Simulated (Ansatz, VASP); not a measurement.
# Ta4O: VASP beside Ansatz

```
CELL_PARAMETERS angstrom
3.30727 0.00000 0.00000
0.00000 3.30727 0.00000
0.00000 0.00000 7.12172
ATOMIC_POSITIONS crystal
Ta 0.00000 0.00000 0.50000
Ta 0.50000 0.50000 0.78278
Ta 0.50000 0.50000 0.21722
Ta 0.00000 0.00000 0.00000
O 0.50000 0.50000 0.50000
```

Change from the starting cell: strain +0.030 along x and y, -0.030 along z, atoms carried along.

Alike in both runs: task single point; functional PBEsol; k mesh 14 × 14 × 8; occupations gaussian, width 0.15 eV; no spin polarisation.

```csv
,VASP,Ansatz
version,VASP 6.6.1,Ansatz 0.2.0
potentials or method,"VASP PAW PBE potentials, release 64 (Ta_pv, O), cutoff 520 eV","scalar-relativistic, plane waves, PAW"
valence electrons in the cell,50,58
```

|  | VASP | Ansatz | Ansatz less VASP |
| --- | --- | --- | --- |
| gap on the k mesh at the Fermi level (eV) | none | none | - |
| pressure (GPa) | -3.2 | -3.6 | -0.33 |
| traceless stress, the component that is largest in VASP (GPa) | 9.03 | 8.81 | -0.216 |
| rms of the force components (eV/Å) | 0.253 | 0.234 | -0.0197 |

VASP's potentials were made for PBE, not for PBEsol. Atom by atom the forces differ by 0.020 eV/Å (rms over components). A gap of «none» marks a metal or a gap that the smearing closes. With one functional, cell and mesh, what is left measures potentials, basis and numerics. VASP's potentials hold 50 valence electrons a cell and Ansatz's 58, so a difference there can come from the potentials and not from the codes.

Neither program's run includes spin-orbit coupling.
